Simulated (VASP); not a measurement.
# Hf (I4/mmm) in VASP: further runs

Runs on Hf. Level: r2SCAN. Tasks: single point.

All numbers are computed with VASP 6.6.1; they aren't measurements. Logs are shortened: lines on timing, memory, paths and dates and some standing lists are left out, and cuts for length are marked.

**1. The cell of the first run**

Symmetry: I4/mmm, No. 139, tetragonal system. Conventional cell: a = 3.014 Å, b = 3.014 Å, c = 4.440 Å, α = 90.00°, β = 90.00°, γ = 90.00°. Hf (site symmetry 4/mmm) has 12 Hf at 3.01 to 3.08 Å within 4.0 Å.

**2. Single point, r2SCAN (strain -0.040 along x and y, +0.000 along z)**

Contents of POSCAR:

```
Hf
1.0
    0.0000000000      2.1312000000      2.2200000000
    2.1312000000      0.0000000000      2.2200000000
    2.1312000000      2.1312000000      0.0000000000
Hf
1
Direct
    0.0000000000      0.0000000000      0.0000000000
```

Contents of INCAR.step1:

```
SYSTEM = Hf
ALGO     = Normal         ! electronic algorithm
EDIFF    = 1E-4           ! SCF threshold, eV
ENCUT    = 520            ! plane-wave cutoff, eV
GGA      = PE             ! functional
ISMEAR   = 0              ! smearing method
LASPH    = .TRUE.         ! aspherical terms in the spheres
LCHARG   = .FALSE.        ! write CHGCAR
LREAL    = .FALSE.        ! projectors in reciprocal space
LWAVE    = .TRUE.         ! write WAVECAR
NBANDS   = 11             ! bands
NELM     = 60             ! most SCF steps
PREC     = Accurate       ! precision mode
SIGMA    = 0.15           ! smearing width, eV
```

Contents of INCAR.step2:

```
SYSTEM = Hf
ALGO     = Normal         ! electronic algorithm
EDIFF    = 1E-7           ! SCF threshold, eV
ENCUT    = 520            ! plane-wave cutoff, eV
ISIF     = 2              ! what is computed and relaxed
ISMEAR   = 0              ! smearing method
ISTART   = 1            
LASPH    = .TRUE.         ! aspherical terms in the spheres
LCHARG   = .TRUE.         ! write CHGCAR
LELF     = .TRUE.         ! ELF
LMIXTAU  = .TRUE.       
LREAL    = .FALSE.        ! projectors in reciprocal space
LVHAR    = .TRUE.       
LWAVE    = .FALSE.        ! write WAVECAR
METAGGA  = R2SCAN         ! meta-GGA
NBANDS   = 11             ! bands
NELM     = 60             ! most SCF steps
PREC     = Accurate       ! precision mode
SIGMA    = 0.15           ! smearing width, eV
```

Contents of KPOINTS:

```
k-points
0
G
  18 18 18
  0 0 0
```

Potentials or basis: VASP PAW PBE potentials, release 64 (Hf_pv).

On the command line:

```
$ cat potpaw_PBE.64/Hf_pv/POTCAR > POTCAR
$ cp INCAR.step1 INCAR
$ mpirun -np 1 vasp_std > vasp.out
$ cp INCAR.step2 INCAR
$ mpirun -np 1 vasp_std > vasp.out
```

OUTCAR:

```text
SYSTEM = Hf
   EDIFF = 1E-7
   ENCUT = 520
   ISIF = 2
   ISMEAR = 0
   ISTART = 1
   LASPH = .TRUE.
   LREAL = .FALSE.
   METAGGA = R2SCAN
   NELM = 60
   PREC = Accurate

 ion  position               nearest neighbor table
   1  0.000  0.000  0.000-

  LATTYP: Found a body centered tetragonal cell.
 ALAT       =     3.0139719441
 C/A-ratio  =     1.4731391275

  Lattice vectors:

 A1 = (  -2.1312000000,   0.0000000000,   2.2200000000)
 A2 = (   2.1312000000,   0.0000000000,   2.2200000000)
 A3 = (   0.0000000000,   2.1312000000,  -2.2200000000)

Analysis of symmetry for initial positions (statically):
=====================================================================
 Subroutine PRICEL returns:
 Original cell was already a primitive cell.

 Routine SETGRP: Setting up the symmetry group for a
 body centered tetragonal supercell.

 Subroutine GETGRP returns: Found 16 space group operations
 (whereof 16 operations were pure point group operations)
 out of a pool of 16 trial point group operations.

The static configuration has the point symmetry D_4h.

Analysis of symmetry for dynamics (positions and initial velocities):
=====================================================================
 Subroutine PRICEL returns:
 Original cell was already a primitive cell.

 Routine SETGRP: Setting up the symmetry group for a
 body centered tetragonal supercell.

 Subroutine GETGRP returns: Found 16 space group operations
 (whereof 16 operations were pure point group operations)
 out of a pool of 16 trial point group operations.

The dynamic configuration has the point symmetry D_4h.

 Subroutine INISYM returns: Found 16 space group operations
 (whereof 16 operations are pure point group operations),
 and found     1 'primitive' translations

----------------------------------------------------------------------------------------

                                     Primitive cell

  volume of cell :      20.1665

  direct lattice vectors                    reciprocal lattice vectors
     0.000000000  2.131200000  2.220000000    -0.234609610  0.234609610  0.225225225
     2.131200000  0.000000000  2.220000000     0.234609610 -0.234609610  0.225225225
     2.131200000  2.131200000  0.000000000     0.234609610  0.234609610 -0.225225225

  length of vectors
     3.077403685  3.077403685  3.013971944     0.401010898  0.401010898  0.401010898

  position of ions in fractional coordinates (direct lattice)
     0.000000000  0.000000000  0.000000000

  ion indices of the primitive-cell ions
   primitive index   ion index
                 1           1

----------------------------------------------------------------------------------------

 KPOINTS: k-points

Automatic generation of k-mesh.
 Grid dimensions read from file:
 generate k-points for:   18   18   18

 Generating k-lattice:

  Cartesian coordinates                     Fractional coordinates (reciprocal lattice)
    -0.013033867  0.013033867  0.012512513     0.055555556 -0.000000000  0.000000000
     0.013033867 -0.013033867  0.012512513    -0.000000000  0.055555556  0.000000000
     0.013033867  0.013033867 -0.012512513     0.000000000  0.000000000  0.055555556

  Length of vectors
     0.022278383  0.022278383  0.022278383

  Shift w.r.t. Gamma in fractional coordinates (k-lattice)
     0.000000000  0.000000000  0.000000000

 Subroutine IBZKPT returns following result:
 ===========================================

 Found    480 irreducible k-points:

 Following reciprocal coordinates:
            Coordinates               Weight
  0.000000  0.000000  0.000000      1.000000
  0.055556  0.000000  0.000000      8.000000
  0.111111  0.000000  0.000000      8.000000
  0.166667  0.000000  0.000000      8.000000
  0.222222  0.000000  0.000000      8.000000
  0.277778  0.000000  0.000000      8.000000
[... 16 lines left out ...]
 -0.277778  0.055556  0.000000      8.000000
 -0.222222  0.055556  0.000000      8.000000
 [... further k-points ...]
   k-points           NKPTS =    480   k-points in BZ     NKDIM =    480   number of bands    NBANDS=     11
   number of dos      NEDOS =    301   number of ions     NIONS =      1
   total plane-waves  NPLWV =  13824
   dimension x,y,z NGX =    24 NGY =   24 NGZ =   24
   dimension x,y,z NGXF=    48 NGYF=   48 NGZF=   48
   ions per type =               1
   NGX,Y,Z   is equivalent  to a cutoff of  12.97, 12.97, 13.24 a.u.
   NGXF,Y,Z  is equivalent  to a cutoff of  25.93, 25.93, 26.48 a.u.
 SYSTEM =  Hf
   PREC   = accura    normal or accurate (medium, high low for compatibility)
   ISTART =      1    job   : 0-new  1-cont  2-samecut
   ICHARG =      0    charge: 1-file 2-atom 10-const
   ISPIN  =      1    spin polarized calculation?
   LNONCOLLINEAR =      F non collinear calculations
   LSORBIT =      F    spin-orbit coupling
   LASPH  =      T    aspherical Exc in radial PAW
   ENCUT  =  520.0 eV  38.22 Ry    6.18 a.u.   5.72  5.72  5.60*2*pi/ulx,y,z
   NELM   =     60;   NELMIN=  2; NELMDL=  0     # of ELM steps
   EDIFF  = 0.1E-06   stopping-criterion for ELM
   LREAL  =      F    real-space projection
   EDIFFG = 0.1E-05   stopping-criterion for IOM
   NSW    =      0    number of steps for IOM
   IBRION =     -1    ionic relax: 0-MD 1-quasi-New 2-CG
   NFREE  =      0    steps in history (QN), initial steepest desc. (CG)
   ISIF   =      2    stress and relaxation
   ISYM   =      2    0-nonsym 1-usesym 2-fastsym
   POTIM  = 0.5000    time-step for ionic-motion
   TEBEG  =    0.0;   TEEND  =   0.0 temperature during run
   PSTRESS=    0.0 pullay stress
   NELECT =      10.0000    total number of electrons
   NUPDOWN=      -1.0000    fix difference up-down
   EMIN   =  10.00;   EMAX   =-10.00  energy-range for DOS
   EFERMI =   0.00;   METHOD = LEGACY
   ISMEAR =     0;   SIGMA  =   0.15  broadening in eV -4-tet -1-fermi 0-gaus
   EFERMI_NEDOS =   21; number of points for ismear=-14 and -15
   IALGO  =     38    algorithm
   IMIX   =      4    mixing-type and parameters
     AMIX     =   0.40;   BMIX     =  1.00
     AMIX_MAG =   1.60;   BMIX_MAG =  1.00
  volume/ion in A,a.u.               =      20.17       136.09
  Fermi-wavevector in a.u.,A,eV,Ry     =   1.295779  2.448668 22.844780  1.679044
  Thomas-Fermi vector in A             =   2.427277
   LORBIT       =      0    0 simple, 1 ext, 2 COOP (PROOUT), +10 PAW based schemes
   METAGGA = R2SCAN    functional components
   LHFCALC =     F    Hartree Fock is set to
   AEXX    =    0.0000 exact exchange contribution
   IVDW    =     0    specifies the selected vdW correction
   LEPSILON=     F    determine dielectric tensor
   LRPA    =     F    only Hartree local field effects (RPA)
 non-spin polarized calculation
 Gauss-broadening in eV      SIGMA  =   0.15
  energy-cutoff  :      520.00
  volume of cell :       20.17
 maximum number of plane-waves:       555
   NGX = 11   NGY = 11   NGZ = 11

 number of electron      10.0000000 magnetization

 Free energy of the ion-electron system (eV)
  ---------------------------------------------------
  ext. energy  EPLUGINS =         0.00000000
  ---------------------------------------------------
  free energy    TOTEN  =       -44.98961059 eV

  energy without entropy =      -44.97546320  energy(sigma->0) =      -44.98253689

 E-fermi :   5.3556     XC(G=0): -12.7050

 val. band max:        5.3530820779   @ k =   0.1667   0.1667   0.0000
 cond. band min:       5.3568411275   @ k =   0.5000  -0.0000   0.1111
 fundamental gap:      0.0037590497
 Fermi energy:         5.3556203764

 k-point     1 :       0.0000    0.0000    0.0000
  band No.  band energies     occupation
      1     -25.3647      2.00000
      2     -25.3621      2.00000
      3     -25.3621      2.00000
      4      -2.5407      2.00000
      5       6.6613      0.00000
      6       7.1853      0.00000
      7       7.1853      0.00000
      8       9.9561      0.00000
      9      10.7692      0.00000
     10      17.5595      0.00000
     11      17.7104      0.00000

 k-point     2 :       0.0556    0.0000    0.0000
  band No.  band energies     occupation
      1     -25.4020      2.00000
      2     -25.3696      2.00000
      3     -25.3658      2.00000
      4      -2.4132      2.00000
      5       6.6505      0.00000
      6       7.1131      0.00000
      7       7.2478      0.00000
      8       9.8947      0.00000
      9      10.6813      0.00000
     10      17.7103      0.00000
     11      17.8542      0.00000

 k-point     3 :       0.1111    0.0000    0.0000
  band No.  band energies     occupation
      1     -25.5132      2.00000
      2     -25.3857      2.00000
      3     -25.3764      2.00000
      4      -2.0430      2.00000
      5       6.4448      0.00000
      6       7.1010      0.00000
      7       7.4154      0.00000
      8       9.7657      0.00000
      9      10.4687      0.00000
     10      17.7103      0.00000
     11      18.6202      0.00000

 k-point     4 :       0.1667    0.0000    0.0000
  band No.  band energies     occupation
      1     -25.6799      2.00000
      2     -25.4103      2.00000
      3     -25.3925      2.00000
      4      -1.4685      2.00000
      5       6.0303      0.00000
      6       7.2012      0.00000
      7       7.6165      0.00000
      8       9.7210      0.00000
      9      10.2716      0.00000
     10      17.7103      0.00000
     11      19.0411      0.00000
[... 239 lines left out ...]
 k-point    22 :      -0.3333    0.0556    0.0000
  band No.  band energies     occupation
      1     -26.3317      2.00000
      2     -25.5449      2.00000
      3     -25.4492      2.00000
      4       0.9175      2.00000
      5       5.3249      1.22784
      6       6.6771      0.00000
      7       7.4296      0.00000
      8      11.0065      0.00000
      9      12.0901      0.00000
     10      16.8732      0.00000
     11      17.7102      0.00000

 k-point    23 :      -0.2778    0.0556    0.0000
  band No.  band energies     occupation
      1     -26.1624      2.00000
      2     -25.5172      2.00000
      3     -25.4278      2.00000
      4       0.3440      2.00000
      5       5.2339      1.74873
      6       6.9194      0.00000
      7       7.6541      0.00000
      8      10.3107      0.00000
      9      11.3154      0.00000
     10      17.3900      0.00000
     11      17.7104      0.00000

 k-point    24 :      -0.2222    0.0556    0.0000
  band No.  band energies     occupation
      1     -25.9675      2.00000
      2     -25.4840      2.00000
      3     -25.4063      2.00000
      4      -0.3818      2.00000
      5       5.4214      0.53511
      6       7.1175      0.00000
      7       7.8124      0.00000
      8       9.8411      0.00000
      9      10.6453      0.00000
     10      17.7100      0.00000
     11      18.1196      0.00000

 [... further k-points ...]
[... 5 lines left out ...]
  --------------------------------------------------------------------------------------
  -------------------------------------------------------------------------------------
  Total        1.6738826      1.6738826      1.3640361      0.0000000      0.0000000     -0.0000000
  in kB      132.9854689    132.9854689    108.3689957      0.0000000      0.0000000     -0.0000000
  external PRESSURE =     124.7799779 kB  Pullay stress =       0.0000000 kB

 VOLUME and BASIS-vectors are now :
 -----------------------------------------------------------------------------
  energy-cutoff  :      520.00
  volume of cell :       20.17
      direct lattice vectors                 reciprocal lattice vectors
     0.000000000  2.131200000  2.220000000    -0.234609610  0.234609610  0.225225225
     2.131200000  0.000000000  2.220000000     0.234609610 -0.234609610  0.225225225
     2.131200000  2.131200000  0.000000000     0.234609610  0.234609610 -0.225225225

 POSITION                                       TOTAL-FORCE (eV/Angst)
 -----------------------------------------------------------------------------------
      0.00000      0.00000      0.00000         0.000000      0.000000     -0.000000
 -----------------------------------------------------------------------------------
    total drift:                               -0.000000      0.000000      0.000000

  FREE ENERGIE OF THE ION-ELECTRON SYSTEM (eV)
  ---------------------------------------------------
  free  energy   TOTEN  =       -44.9896105871 eV

  energy  without entropy=      -44.9754632003  energy(sigma->0) =      -44.98253689
```

Wall time 2.1 min (1 thread of Intel Xeon Platinum 8559C (Emerald Rapids), shared host); peak memory 0.23 GiB.

Results:

* Free energy: -44.9896 eV
* Pressure: 12.5 GPa
* Band gap on the k mesh: zero (band 5 reaches 6.77 eV, above the bottom of band 6 at 4.64 eV)

Caveat: the cell differs from its parent crystal (strain -0.040 along x and y, +0.000 along z); the PAW data sets were made with another functional, which shifts forces and pressure a little; spin-orbit coupling is left out, which moves the levels of the heavy elements.

**3. Single point, r2SCAN (strain -0.040 along x and y, +0.040 along z)**

Contents of POSCAR:

```
Hf
1.0
    0.0000000000      2.1312000000      2.3088000000
    2.1312000000      0.0000000000      2.3088000000
    2.1312000000      2.1312000000      0.0000000000
Hf
1
Direct
    0.0000000000      0.0000000000      0.0000000000
```

Contents of INCAR.step1:

```
ALGO = Normal
EDIFF = 1E-4
ENCUT = 520
GGA = PE
ISMEAR = 0
LASPH = T
LCHARG = F
LREAL = F
LWAVE = T
NBANDS = 11
NELM = 100
PREC = Accurate
SIGMA = 0.15
```

Contents of INCAR.step2:

```
ALGO = Normal
EDIFF = 1E-6
ENCUT = 520
ISIF = 2
ISMEAR = 0
ISTART = 1
LASPH = T
LCHARG = T
LELF = T
LMIXTAU = T
LREAL = F
LVHAR = T
LWAVE = F
METAGGA = R2SCAN
NBANDS = 11
NELM = 100
PREC = Accurate
SIGMA = 0.15
```

Contents of KPOINTS:

```
k-points
0
Gamma
  18 18 18
```

Potentials or basis: VASP PAW PBE potentials, release 64 (Hf_pv).

On the command line:

```
$ cat potpaw_PBE.64/Hf_pv/POTCAR > POTCAR
$ cp INCAR.step1 INCAR
$ mpirun -np 1 vasp_std > vasp.out
$ cp INCAR.step2 INCAR
$ mpirun -np 1 vasp_std > vasp.out
```

It took 2.1 min on 1 thread of Intel Xeon Platinum 8559C (Emerald Rapids), shared host; peak memory 0.23 GiB.

It converged, with:

| Property | Result |
| --- | --- |
| Free energy | -45.0269 eV |
| Pressure | 7.2 GPa |
| Band gap on the k mesh | zero (band 5 reaches 6.27 eV, above the bottom of band 6 at 4.43 eV) |

Stress tensor (GPa, compression positive):
```
8.67 0.00 0.00
0.00 8.67 0.00
0.00 0.00 4.12
```

Levels at points of the mesh, in eV from the Fermi level:
| k point | band 3 | band 4 | band 5 | band 6 | band 7 | band 8 |
| --- | --- | --- | --- | --- | --- | --- |
| (0.00, 0.00, 0.00) | -30.85 | -7.75 | 1.02 | 2.04 | 2.04 | 4.03 |
| (0.50, 0.00, 0.00) | -30.93 | -3.90 | 0.64 | 0.89 | 1.99 | 6.86 |
| (0.50, 0.50, 0.00) | -31.14 | -3.69 | -2.22 | 1.91 | 7.34 | 7.78 |
| (0.50, 0.00, 0.50) | -31.17 | -3.57 | -2.44 | 3.34 | 7.01 | 7.16 |

Caveat: the cell differs from its parent crystal (strain -0.040 along x and y, +0.040 along z); the PAW data sets were made with another functional, which shifts forces and pressure a little; spin-orbit coupling is left out, which moves the levels of the heavy elements.
